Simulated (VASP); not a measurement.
Input of a VASP 6.6.1 run:

The input INCAR:

```
ALGO = Normal
EDIFF = 1E-6
ENCUT = 600
GGA = CA
GGA_COMPAT = False
ISIF = 2
ISMEAR = 0
LASPH = True
LCHARG = False
LREAL = False
LWAVE = False
NBANDS = 25
NELM = 120
PREC = Accurate
SIGMA = 0.01
```

KPOINTS

```
k-points
0
Gamma
  4 4 4
```

POSCAR

```
KTlO2
1.0
    1.7267620000      0.9969470000      6.1022400000
   -1.7267620000      0.9969470000      6.1022400000
    0.0000000000     -1.9938930000      6.1022400000
K Tl O
1 1 2
Direct
    0.5000000000      0.5000000000      0.5000000000
    0.0000000000      0.0000000000      0.0000000000
    0.7320840000      0.7320840000      0.7320840000
    0.2679160000      0.2679160000      0.2679160000
```

Potentials or basis: VASP PAW LDA potentials, release 64 (K_sv, Tl_d, O).

Launch:

```console
$ cat potpaw_LDA.64/K_sv/POTCAR potpaw_LDA.64/Tl_d/POTCAR potpaw_LDA.64/O/POTCAR > POTCAR
$ mpirun -np 1 vasp_std > vasp.out
```

Q: What does it give for the band gap on the k mesh?

A: 0.88 eV (least direct gap 1.00 eV).

Q: Estimate the pressure.

A: -4.3 GPa.

Q: Predict the largest force.

A: 0.078 eV/Å.

Forces in eV/Å, atoms in the order of the input:
```
K    0.000  0.000  0.000
Tl   0.000  0.000  0.000
O    0.000  0.000 -0.078
O    0.000  0.000  0.078
```

Caveat: the k points lie up to 0.53 Å⁻¹ apart; spin-orbit coupling is left out, which moves the levels of the heavy elements. A k mesh can miss the band edges.
